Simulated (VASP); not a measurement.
# CuO (Tenorite) (C2/c) in VASP: further runs

Aim: see how the results for CuO (Tenorite) move with the level of theory and the settings. Levels: PBEsol, LDA. Tasks: single point.

Program: VASP 6.6.1. These are calculated values, not measurements. Logs are shortened: lines on timing, memory, paths and dates and some standing lists are left out, and cuts for length are marked.

**1. The cell of the first run**

The structure is monoclinic, space group C2/c (No. 15). Conventional cell: a = 4.715 Å, b = 3.445 Å, c = 5.163 Å, α = 90.00°, β = 99.54°, γ = 90.00°. Cu (site symmetry -1) has 4 O at 1.96 to 1.97 Å within 2.6 Å. O (site symmetry 2) has 4 Cu at 1.96 to 1.97 Å within 2.6 Å.

**2. Single point, PBEsol (volume scaled by 1.02)**

File INCAR:

```
SYSTEM = CuO
ALGO = Normal
EDIFF = 1E-6
ENCUT = 520
GGA = PS
ISIF = 2
ISMEAR = -1
LASPH = .TRUE.
LCHARG = .TRUE.
LELF = .TRUE.
LREAL = .FALSE.
LVHAR = .TRUE.
LWAVE = .FALSE.
NBANDS = 25
NELM = 80
PREC = Accurate
SIGMA = 0.05
```

File KPOINTS:

```
k-points
0
G
  10 10 5
  0 0 0
```

File POSCAR:

```
CuO
1.0
    2.3573593924     -1.7226334429      0.0000000000
    2.3573593924      1.7226334429      0.0000000000
   -0.8556569116      0.0000000000      5.0913661947
Cu O
2 2
Direct
    0.5000000000      0.0000000000      0.5000000000
    0.0000000000      0.5000000000      0.0000000000
    0.4184000000      0.5816000000      0.7500000000
    0.5816000000      0.4184000000      0.2500000000
```

Potentials or basis: VASP PAW PBE potentials, release 64 (Cu, O).

Launch:

```console
cat potpaw_PBE.64/Cu/POTCAR potpaw_PBE.64/O/POTCAR > POTCAR
mpirun -np 1 vasp_std > vasp.out
```

OUTCAR:

```text
SYSTEM = CuO
   EDIFF = 1E-6
   ENCUT = 520
   GGA = PS
   ISIF = 2
   ISMEAR = -1
   LASPH = .TRUE.
   LREAL = .FALSE.
   NELM = 80
   PREC = Accurate

 ion  position               nearest neighbor table
   1  0.500  0.000  0.500-   3 1.96   4 1.96   4 1.97   3 1.97
   2  0.000  0.500  0.000-   4 1.96   3 1.96   4 1.97   3 1.97
   3  0.418  0.582  0.750-   2 1.96   1 1.96   2 1.97   1 1.97
   4  0.582  0.418  0.250-   1 1.96   2 1.96   2 1.97   1 1.97

  LATTYP: Found a base centered monoclinic cell.
 ALAT       =     4.7147187848
 B/A-ratio  =     0.7307470590
 C/A-ratio  =     1.0950317057
 COS(beta)  =    -0.1657361228

  Lattice vectors:

 A1 = (   2.3573593924,  -1.7226334429,   0.0000000000)
 A2 = (   2.3573593924,   1.7226334429,   0.0000000000)
 A3 = (  -0.8556569116,   0.0000000000,   5.0913661947)

Analysis of symmetry for initial positions (statically):
=====================================================================
 Subroutine PRICEL returns:
 Original cell was already a primitive cell.

 Routine SETGRP: Setting up the symmetry group for a
 base centered monoclinic supercell.

 Subroutine GETGRP returns: Found  4 space group operations
 (whereof  2 operations were pure point group operations)
 out of a pool of  4 trial point group operations.

The static configuration has the point symmetry S_2 .
 The point group associated with its full space group is C_2h.

Analysis of symmetry for dynamics (positions and initial velocities):
=====================================================================
 Subroutine PRICEL returns:
 Original cell was already a primitive cell.

 Routine SETGRP: Setting up the symmetry group for a
 base centered monoclinic supercell.

 Subroutine GETGRP returns: Found  4 space group operations
 (whereof  2 operations were pure point group operations)
 out of a pool of  4 trial point group operations.

The dynamic configuration has the point symmetry S_2 .
 The point group associated with its full space group is C_2h.

 Subroutine INISYM returns: Found  4 space group operations
 (whereof  2 operations are pure point group operations),
 and found     1 'primitive' translations

----------------------------------------------------------------------------------------

                                     Primitive cell

  volume of cell :      41.3507

  direct lattice vectors                    reciprocal lattice vectors
[... 91 lines left out ...]
   EDIFF  = 0.1E-05   stopping-criterion for ELM
   LREAL  =      F    real-space projection
   EDIFFG = 0.1E-04   stopping-criterion for IOM
   NSW    =      0    number of steps for IOM
   IBRION =     -1    ionic relax: 0-MD 1-quasi-New 2-CG
   NFREE  =      0    steps in history (QN), initial steepest desc. (CG)
   ISIF   =      2    stress and relaxation
   ISYM   =      2    0-nonsym 1-usesym 2-fastsym
   POTIM  = 0.5000    time-step for ionic-motion
   TEBEG  =    0.0;   TEEND  =   0.0 temperature during run
   PSTRESS=    0.0 pullay stress
   NELECT =      34.0000    total number of electrons
   NUPDOWN=      -1.0000    fix difference up-down
   EMIN   =  10.00;   EMAX   =-10.00  energy-range for DOS
   EFERMI =   0.00;   METHOD = LEGACY
   ISMEAR =    -1;   SIGMA  =   0.05  broadening in eV -4-tet -1-fermi 0-gaus
   EFERMI_NEDOS =   21; number of points for ismear=-14 and -15
   IALGO  =     38    algorithm
   IMIX   =      4    mixing-type and parameters
     AMIX     =   0.40;   BMIX     =  1.00
     AMIX_MAG =   1.60;   BMIX_MAG =  1.00
  volume/ion in A,a.u.               =      10.34        69.76
  Fermi-wavevector in a.u.,A,eV,Ry     =   1.533699  2.898271 32.004068  2.352233
  Thomas-Fermi vector in A             =   2.640730
   LORBIT       =      0    0 simple, 1 ext, 2 COOP (PROOUT), +10 PAW based schemes
   GGA     = PS    functional components
   LHFCALC =     F    Hartree Fock is set to
   AEXX    =    0.0000 exact exchange contribution
   IVDW    =     0    specifies the selected vdW correction
   LEPSILON=     F    determine dielectric tensor
   LRPA    =     F    only Hartree local field effects (RPA)
 non-spin polarized calculation
  energy-cutoff  :      520.00
  volume of cell :       41.35
 maximum number of plane-waves:      1137
 NGX is ok and might be reduce to    24
   NGX = 11   NGY = 11   NGZ = 19

 number of electron      34.0000009 magnetization

 Free energy of the ion-electron system (eV)
  ---------------------------------------------------
  ext. energy  EPLUGINS =         0.00000000
  ---------------------------------------------------
  free energy    TOTEN  =       -21.33350719 eV

  energy without entropy =      -21.31391827  energy(sigma->0) =      -21.32371273

 E-fermi :   5.2782     XC(G=0): -12.0717

 val. band max:        5.2778623219   @ k =   0.5000   0.2000   0.4000
 cond. band min:       5.2787410245   @ k =   0.5000   0.0000  -0.0000
 fundamental gap:      0.0008787026
 Fermi energy:         5.2782406308

 k-point     1 :       0.0000    0.0000    0.0000
  band No.  band energies     occupation
      1     -14.3989      2.00000
      2     -13.0948      2.00000
      3      -2.7393      2.00000
      4      -0.1576      2.00000
      5       0.2393      2.00000
      6       2.0560      2.00000
[... 661 lines left out ...]
     24      18.3902      0.00000
     25      19.4578      0.00000

 [... further k-points ...]

------------------------ aborting loop because EDIFF is reached ----------------------------------------

  FORCE on cell =-STRESS in cart. coord.  units (eV):
  Direction    XX          YY          ZZ          XY          YZ          ZX
  --------------------------------------------------------------------------------------
  -------------------------------------------------------------------------------------
  Total       -1.5363072     -0.6409025     -1.9805556      0.0000000      0.0000000     -0.0324220
  in kB      -59.5258553    -24.8324487    -76.7387329      0.0000000      0.0000000     -1.2562233
  external PRESSURE =     -53.6990123 kB  Pullay stress =       0.0000000 kB

 VOLUME and BASIS-vectors are now :
 -----------------------------------------------------------------------------
  energy-cutoff  :      520.00
  volume of cell :       41.35
      direct lattice vectors                 reciprocal lattice vectors
     2.357359392 -1.722633443  0.000000000     0.212101728 -0.290253276  0.035645896
     2.357359392  1.722633443  0.000000000     0.212101728  0.290253276  0.035645896
    -0.855656912  0.000000000  5.091366195     0.000000000  0.000000000  0.196410936

 POSITION                                       TOTAL-FORCE (eV/Angst)
 -----------------------------------------------------------------------------------
      0.75085     -0.86132      2.54568         0.000000     -0.000000      0.000000
      1.17868      0.86132      0.00000         0.000000     -0.000000      0.000000
      1.71562      0.28113      3.81852         0.000000     -0.380233      0.000000
      2.14345     -0.28113      1.27284        -0.000000      0.380233     -0.000000
 -----------------------------------------------------------------------------------
    total drift:                                0.000000      0.000000     -0.000000

  FREE ENERGIE OF THE ION-ELECTRON SYSTEM (eV)
  ---------------------------------------------------
  free  energy   TOTEN  =       -21.3335071860 eV

  energy  without entropy=      -21.3139182698  energy(sigma->0) =      -21.32371273
```

Run time: 48 s. Hardware: 1 thread of Intel Xeon 6975P-C (Granite Rapids), shared host; peak memory 0.24 GiB.

Results:

| Item | Value |
| --- | --- |
| Free energy | -21.3335 eV |
| Pressure | -5.4 GPa |
| Largest force | 0.380 eV/Å |
| Band gap on the k mesh | zero (band 17 reaches 5.56 eV, above the bottom of band 18 at 4.95 eV) |

Forces in eV/Å, atoms in the order of the input:
```
Cu   0.000  0.000  0.000
Cu   0.000  0.000  0.000
O    0.000 -0.380  0.000
O    0.000  0.380  0.000
```

Stress tensor (GPa, compression positive):
```
-5.95  0.00 -0.13
 0.00 -2.48  0.00
-0.13  0.00 -7.67
```

Caveat: the PAW data sets were made with another functional, which shifts forces and pressure a little; semilocal functionals often make such compounds metallic where correlation or magnetic order opens a gap, which also shifts bond lengths.

**3. Single point, LDA (volume scaled by 1.06)**

File INCAR:

```
SYSTEM = CuO
PREC = Accurate
ENCUT = 520
EDIFF = 1E-7
ISMEAR = -1
SIGMA = 0.05
LREAL = .False.
LASPH = .True.
NELM = 60
ALGO = Normal
ISIF = 2
LWAVE = .False.
LCHARG = .False.
NBANDS = 25
```

File KPOINTS:

```
regular mesh
0
Gamma
  10 10 5
  0 0 0
```

File POSCAR:

```
CuO
1.0
    2.3877802882     -1.7448634230      0.0000000000
    2.3877802882      1.7448634230      0.0000000000
   -0.8666988638      0.0000000000      5.1570684890
Cu O
2 2
Direct
    0.5000000000      0.0000000000      0.5000000000
    0.0000000000      0.5000000000      0.0000000000
    0.4184000000      0.5816000000      0.7500000000
    0.5816000000      0.4184000000      0.2500000000
```

Potentials or basis: VASP PAW LDA potentials, release 64 (Cu, O).

Launch:

```console
cat potpaw_LDA.64/Cu/POTCAR potpaw_LDA.64/O/POTCAR > POTCAR
mpirun -np 1 vasp_std > vasp.out
```

OUTCAR:

```text
SYSTEM = CuO
   PREC = Accurate
   ENCUT = 520
   EDIFF = 1E-7
   ISMEAR = -1
   LREAL = .False.
   LASPH = .True.
   NELM = 60
   ISIF = 2

 ion  position               nearest neighbor table
   1  0.500  0.000  0.500-   3 1.99   4 1.99   4 2.00   3 2.00
   2  0.000  0.500  0.000-   4 1.99   3 1.99   4 2.00   3 2.00
   3  0.418  0.582  0.750-   2 1.99   1 1.99   2 2.00   1 2.00
   4  0.582  0.418  0.250-   1 1.99   2 1.99   2 2.00   1 2.00

  LATTYP: Found a base centered monoclinic cell.
 ALAT       =     4.7755605764
 B/A-ratio  =     0.7307470589
 C/A-ratio  =     1.0950317057
 COS(beta)  =    -0.1657361228

  Lattice vectors:

 A1 = (   2.3877802882,  -1.7448634230,   0.0000000000)
 A2 = (   2.3877802882,   1.7448634230,   0.0000000000)
 A3 = (  -0.8666988638,   0.0000000000,   5.1570684890)

Analysis of symmetry for initial positions (statically):
=====================================================================
 Subroutine PRICEL returns:
 Original cell was already a primitive cell.

 Routine SETGRP: Setting up the symmetry group for a
 base centered monoclinic supercell.

 Subroutine GETGRP returns: Found  4 space group operations
[... 174 lines left out ...]
 cond. band min:       4.5993313044   @ k =   0.3000   0.2000   0.4000
 fundamental gap:      0.0117618088
 Fermi energy:         4.5913421626

 k-point     1 :       0.0000    0.0000    0.0000
  band No.  band energies     occupation
      1     -14.4820      2.00000
      2     -13.2457      2.00000
      3      -3.0274      2.00000
      4      -0.5729      2.00000
      5      -0.1825      2.00000
      6       1.5450      2.00000
[... 661 lines left out ...]
     24      17.4147      0.00000
     25      18.5680      0.00000

 [... further k-points ...]

------------------------ aborting loop because EDIFF is reached ----------------------------------------

  FORCE on cell =-STRESS in cart. coord.  units (eV):
  Direction    XX          YY          ZZ          XY          YZ          ZX
  --------------------------------------------------------------------------------------
  -------------------------------------------------------------------------------------
  Total       -4.9258440     -3.1335214     -5.7108949      0.0000000      0.0000000      0.3653320
  in kB     -183.6549089   -116.8300477   -212.9247059      0.0000000      0.0000000     13.6210200
  external PRESSURE =    -171.1365541 kB  Pullay stress =       0.0000000 kB

 VOLUME and BASIS-vectors are now :
 -----------------------------------------------------------------------------
  energy-cutoff  :      520.00
  volume of cell :       42.97
      direct lattice vectors                 reciprocal lattice vectors
     2.387780288 -1.744863423  0.000000000     0.209399501 -0.286555379  0.035191759
     2.387780288  1.744863423  0.000000000     0.209399501  0.286555379  0.035191759
    -0.866698864  0.000000000  5.157068489     0.000000000  0.000000000  0.193908613

 POSITION                                       TOTAL-FORCE (eV/Angst)
 -----------------------------------------------------------------------------------
      0.76054     -0.87243      2.57853        -0.000000      0.000000     -0.000000
      1.19389      0.87243      0.00000        -0.000000      0.000000     -0.000000
      1.73776      0.28476      3.86780         0.000000     -0.585134     -0.000000
      2.17111     -0.28476      1.28927         0.000000      0.585134      0.000000
 -----------------------------------------------------------------------------------
    total drift:                                0.000000      0.000000     -0.000000

  FREE ENERGIE OF THE ION-ELECTRON SYSTEM (eV)
  ---------------------------------------------------
  free  energy   TOTEN  =       -22.9582131329 eV

  energy  without entropy=      -22.9380327494  energy(sigma->0) =      -22.94812294
```

OSZICAR:

```text
N       E                     dE             d eps       ncg     rms          rms(c)
DAV:   1     0.291718082727E+03    0.29172E+03   -0.16309E+04  7426   0.214E+03
DAV:   2     0.856701198030E+01   -0.28315E+03   -0.26163E+03  7149   0.391E+02
DAV:   3    -0.276500374155E+02   -0.36217E+02   -0.34068E+02  8791   0.156E+02
DAV:   4    -0.289636822181E+02   -0.13136E+01   -0.13062E+01  8921   0.319E+01
DAV:   5    -0.289857040577E+02   -0.22022E-01   -0.22011E-01  9456   0.366E+00    0.173E+01
DAV:   6    -0.271446965231E+02    0.18410E+01   -0.38311E+01 10108   0.157E+02    0.145E+01
DAV:   7    -0.229186383195E+02    0.42261E+01   -0.11014E+01  8628   0.118E+02    0.253E+00
DAV:   8    -0.230075573295E+02   -0.88919E-01   -0.16447E+00  7689   0.900E+00    0.153E+00
DAV:   9    -0.229607842266E+02    0.46773E-01   -0.58636E-02 10789   0.549E+00    0.370E-01
DAV:  10    -0.229591114274E+02    0.16728E-02   -0.10610E-02  9754   0.125E+00    0.284E-01
DAV:  11    -0.229582211020E+02    0.89033E-03   -0.45267E-03  9760   0.567E-01    0.451E-02
DAV:  12    -0.229582208488E+02    0.25321E-06   -0.34865E-04  9479   0.227E-01    0.308E-02
DAV:  13    -0.229582143520E+02    0.64968E-05   -0.17208E-05  9989   0.839E-02    0.846E-03
DAV:  14    -0.229582131669E+02    0.11851E-05   -0.42995E-06  9878   0.220E-02    0.279E-03
DAV:  15    -0.229582131329E+02    0.34022E-07   -0.61758E-07 10795   0.990E-03
   1 F= -.22958213E+02 E0= -.22948123E+02  d E =-.201804E-01
```

stdout:

```text
POSCAR found type information on POSCAR CuO
 POSCAR found :  2 types and       4 ions
 scaLAPACK will be used
 LDA part: xc-table for (Slater(with rela. corr.)+CA(PZ))
 , standard interpolation
 POSCAR, INCAR and KPOINTS ok, starting setup
 FFT: planning ... GRIDC
 FFT: planning ... GRID_SOFT
 FFT: planning ... GRID
 WAVECAR not read
 entering main loop
```

It took 49 s on 1 thread of Intel Xeon 6975P-C (Granite Rapids), shared host; peak memory 0.23 GiB.

What came out:

```yaml
Free_energy: -22.9582 eV
Pressure: -17.1 GPa
Largest_force: 0.585 eV/Å
Band_gap_on_the_k_mesh: zero (band 17 reaches 4.87 eV, above the bottom of band 18 at 4.27 eV)
```

Forces in eV/Å, atoms in the order of the input:
```
Cu   0.000  0.000  0.000
Cu   0.000  0.000  0.000
O    0.000 -0.585  0.000
O    0.000  0.585  0.000
```

Levels at points of the mesh, in eV from the Fermi level:
| k point | band 15 | band 16 | band 17 | band 18 | band 19 | band 20 |
| --- | --- | --- | --- | --- | --- | --- |
| (0.00, 0.00, 0.00) | -1.99 | -1.52 | 0.23 | 0.89 | 1.55 | 5.92 |
| (0.50, 0.00, 0.00) | -1.35 | -1.30 | 0.00 | 0.26 | 4.79 | 6.02 |
| (0.50, 0.50, 0.00) | -1.64 | -1.12 | -0.59 | 1.01 | 3.43 | 6.76 |

Caveat: semilocal functionals often make such compounds metallic where correlation or magnetic order opens a gap, which also shifts bond lengths.

**4. Single point, PBEsol (volume scaled by 1.06)**

File INCAR:

```
  ALGO = Normal
  EDIFF = 1E-6
  ENCUT = 520
  GGA = PS
  ISIF = 2
  ISMEAR = -1
  LASPH = True
  LCHARG = False
  LREAL = False
  LWAVE = False
  NBANDS = 25
  NELM = 60
  PREC = Accurate
  SIGMA = 0.05
```

File KPOINTS:

```
k-points
0
Gamma
  10 10 5
```

POSCAR is that of step 3.

Potentials or basis: VASP PAW PBE potentials, release 64 (Cu, O).

Launch:

```console
cat potpaw_PBE.64/Cu/POTCAR potpaw_PBE.64/O/POTCAR > POTCAR
mpirun -np 1 vasp_std > vasp.out
```

Run time: 49 s. Hardware: 1 thread of Intel Xeon 6975P-C (Granite Rapids), shared host; peak memory 0.25 GiB.

Results (log left out):

```
Free energy            : -21.2520 eV
Pressure               : -10.9 GPa
Largest force          : 0.485 eV/Å
Band gap on the k mesh : zero (band 17 reaches 5.05 eV, above the bottom of band 18 at 4.45 eV)
```

Forces on the atoms (eV/Å):
```
Cu   0.000  0.000  0.000
Cu   0.000  0.000  0.000
O    0.000 -0.485  0.000
O    0.000  0.485  0.000
```

Stress tensor (GPa, compression positive):
```
-11.80   0.00   0.64
  0.00  -6.82   0.00
  0.64   0.00 -14.22
```

Levels at points of the mesh, in eV from the Fermi level:
```csv
k point,band 13,band 14,band 15,band 16,band 17,band 18,band 19,band 20,band 21,band 22
"(0.00, 0.00, 0.00)",-2.18,-2.03,-1.98,-1.52,0.22,0.90,1.48,5.86,7.78,13.02
"(0.50, 0.00, 0.00)",-1.88,-1.46,-1.36,-1.30,0.00,0.26,4.80,5.99,6.66,10.72
"(0.50, 0.50, 0.00)",-1.96,-1.95,-1.62,-1.11,-0.59,1.01,3.40,6.80,8.35,9.53
```

Caveat: the PAW data sets were made with another functional, which shifts forces and pressure a little; semilocal functionals often make such compounds metallic where correlation or magnetic order opens a gap, which also shifts bond lengths.

**5. Summary**

```csv
level,potentials or basis,cell,gap on the mesh (eV),pressure (GPa),largest force (eV/Å)
PBEsol,"VASP PAW PBE potentials, release 64 (Cu, O)","a = 2.920, b = 2.920, c = 5.163 Å, angles 97.7, 97.7, 72.3°, 4 atoms",none,-5.4,0.38
LDA,"VASP PAW LDA potentials, release 64 (Cu, O)","a = 2.957, b = 2.957, c = 5.229 Å, angles 97.7, 97.7, 72.3°, 4 atoms",none,-17.1,0.59
PBEsol,"VASP PAW PBE potentials, release 64 (Cu, O)","a = 2.957, b = 2.957, c = 5.229 Å, angles 97.7, 97.7, 72.3°, 4 atoms",none,-10.9,0.48
```

Alike in all rows: task single point; no spin polarisation; k mesh 10 × 10 × 5; cutoff (eV) 520; smearing fermi-dirac 0.05 eV.

Caveats: semilocal functionals often make such compounds metallic where correlation or magnetic order opens a gap, which also shifts bond lengths; the PAW data sets were made with another functional, which shifts forces and pressure a little (some runs).

Total energies depend on the potentials used, so only differences within one code and one set of settings carry meaning.
